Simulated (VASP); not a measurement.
# Au: single point with HSE06

The system is Au.

```xyz
2
Lattice="2.9192 0.0000 0.0000 -1.4596 2.5281 0.0000 0.0000 0.0000 4.9123" Properties=species:S:1:pos:R:3 pbc="T T T"
Au    1.4596    0.8427    1.2281
Au    0.0000    1.6854    3.6842
```

This isn't the form of Au at room conditions, which is fcc.

```json
{"Program": "VASP 6.6.1", "Task": "single point", "Functional": "HSE06", "Potentials or basis": "VASP PAW PBE potentials, release 64 (Au)", "Cutoff": "520 eV", "k mesh": "6 × 6 × 4", "Occupations": "fermi-dirac, width 0.05 eV", "Spin": "no spin polarisation"}
```

The pressure is -2.4 GPa. The band gap on the k mesh is zero (bands 11 and 12 overlap by 8.37 eV).

Stress tensor (GPa, compression positive):
```
 0.07  0.00  0.00
 0.00  0.07  0.00
 0.00  0.00 -7.45
```

Levels at points of the mesh, in eV from the Fermi level:
```csv
k point,band 8,band 9,band 10,band 11,band 12,band 13,band 14,band 15
"(0.00, 0.00, 0.00)",-4.35,-4.35,-2.98,-2.98,-0.89,2.95,15.64,16.73
"(0.50, 0.00, 0.00)",-2.78,-2.64,-2.46,0.36,1.72,6.45,7.83,8.10
"(0.00, 0.00, 0.50)",-5.33,-3.46,-3.46,-3.46,-3.46,11.22,11.22,15.96
"(0.50, 0.00, 0.50)",-3.08,-2.53,-2.53,0.76,0.76,4.40,4.40,14.03
```

It took 63 min on 1 thread of Intel(R) Xeon(R) Platinum 8259CL CPU @ 2.50GHz (Skylake/Cascade Lake), on a shared host, peak memory 0.27 GiB.

Caveat: the k points lie up to 0.41 Å⁻¹ apart, too coarse for converged energies and pressures of a metal; the PAW data sets were made with another functional, which shifts forces and pressure a little; spin-orbit coupling is left out, which moves the levels of the heavy elements.
